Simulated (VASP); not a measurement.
Write the native input for VASP 6.6.1 that does the following.

```
Task                   : single point
Functional             : PBE
Potentials or basis    : VASP PAW PBE potentials, release 64 (Si, N)
Cutoff                 : 520 eV
k mesh                 : 4 × 4 × 1
Occupations            : gaussian, width 0.05 eV
Spin                   : no spin polarisation
Dipole correction      : yes
Further INCAR settings : ALGO = Normal; EDIFF = 1e-06; NBANDS = 52; NELMDL = -8
```

The structure of Si8N lies in POSCAR:

```
Si8N
1.0
    7.7021642883      0.0000000000      0.0000000000
    0.0000000000      6.3646813592      0.0000000000
    0.0000000000      0.0000000000     22.2525434180
Si N
16 2
Direct
    0.0000000000      0.9370679227      0.1797547330
    0.5000000000      0.9370679227      0.1797547330
    0.0000000000      0.5629320773      0.1797547330
    0.5000000000      0.5629320773      0.1797547330
    0.2500000000      0.4370679227      0.2297135909
    0.7500000000      0.4370679227      0.2297135909
    0.2500000000      0.0629320773      0.2297135909
    0.7500000000      0.0629320773      0.2297135909
    0.2500000000      0.9333044641      0.3302593493
    0.7500000000      0.9333044641      0.3302593493
    0.2500000000      0.5666955359      0.3302593493
    0.7500000000      0.5666955359      0.3302593493
    0.0000000000      0.4259907503      0.3708584346
    0.5000000000      0.4259907503      0.3708584346
    0.0000000000      0.0740092497      0.3708584346
    0.5000000000      0.0740092497      0.3708584346
    0.0000000000      0.3262999781      0.5056744843
    0.0000000000      0.5256815226      0.5056744843
```

One way to write it, as run:

INCAR

```
  ALGO = Normal
  DIPOL = 0.5 0.5 0.303
  EDIFF = 1E-6
  ENCUT = 520
  GGA = PE
  GGA_COMPAT = False
  IDIPOL = 3
  ISIF = 2
  ISMEAR = 0
  LASPH = True
  LCHARG = False
  LDIPOL = True
  LREAL = False
  LWAVE = False
  NBANDS = 52
  NELM = 120
  NELMDL = -8
  PREC = Accurate
  SIGMA = 0.05
```

KPOINTS

```
k-points
0
Gamma
  4 4 1
```

Potentials or basis: VASP PAW PBE potentials, release 64 (Si, N).

Run with:

```console
$ cat potpaw_PBE.64/Si/POTCAR potpaw_PBE.64/N/POTCAR > POTCAR
$ mpirun -np 1 vasp_std > vasp.out
```

Results of the run:

```json
{
  "Largest force": "12.527 eV/Å",
  "Band gap on the k mesh": "zero (bands 37 and 38 overlap by 0.33 eV)"
}
```

Wall time 25 min on 1 thread of Oxide Virtual Turin-like Processor, on a shared host, peak memory 1 GiB.
